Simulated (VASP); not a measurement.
Al2Cu: single point with PBE

Crystal: Al2Cu.

```
CELL_PARAMETERS angstrom
4.21730 0.00000 0.00000
0.00000 4.21730 0.00000
0.00000 0.00000 2.73090
ATOMIC_POSITIONS crystal
Al 0.50000 0.00000 0.50000
Al 0.00000 0.50000 0.50000
Cu 0.00000 0.00000 0.00000
```

```
Program                : VASP 6.6.1
Task                   : single point
Functional             : PBE
Potentials or basis    : VASP PAW PBE potentials, release 64 (Al, Cu)
Cutoff                 : 520 eV
k mesh                 : 10 × 10 × 14
Occupations            : gaussian, width 0.15 eV
Spin                   : no spin polarisation
Dipole correction      : no
Further INCAR settings : ALGO = Normal; EDIFF = 1e-06; NBANDS = 16
```

```json
{
  "Pressure": "1.7 GPa",
  "Band gap on the k mesh": "zero (an odd number of electrons rules out a gap without spin polarisation)"
}
```

Stress tensor (GPa, compression positive):
```
0.03 0.00 0.00
0.00 0.03 0.00
0.00 0.00 5.19
```

Levels at points of the mesh, in eV from the Fermi level:
| k point | band 6 | band 7 | band 8 | band 9 | band 10 | band 11 | band 12 | band 13 |
| --- | --- | --- | --- | --- | --- | --- | --- | --- |
| (0.00, 0.00, 0.00) | -3.99 | -2.81 | -2.81 | -0.79 | 0.53 | 5.20 | 5.20 | 6.50 |
| (0.50, 0.00, 0.00) | -4.00 | -3.99 | -1.61 | 1.12 | 1.13 | 1.17 | 7.58 | 8.81 |
| (0.50, 0.50, 0.00) | -4.45 | -4.00 | -4.00 | -2.54 | 8.10 | 8.10 | 8.70 | 8.83 |
| (0.00, 0.00, 0.50) | -4.13 | -2.76 | 1.86 | 2.62 | 2.62 | 2.78 | 2.78 | 3.36 |
| (0.50, 0.00, 0.50) | -4.21 | -3.07 | -2.18 | -1.35 | 3.76 | 3.85 | 4.53 | 4.87 |
| (0.50, 0.50, 0.50) | -3.18 | -2.41 | -2.41 | -0.44 | -0.35 | 0.18 | 0.18 | 2.44 |

Run time: 80 s on 1 thread of AMD EPYC 7R13 (shared host), peak memory 0.22 GiB.

Caveat: the stress differs along the axes, from 0 to 5 GPa.
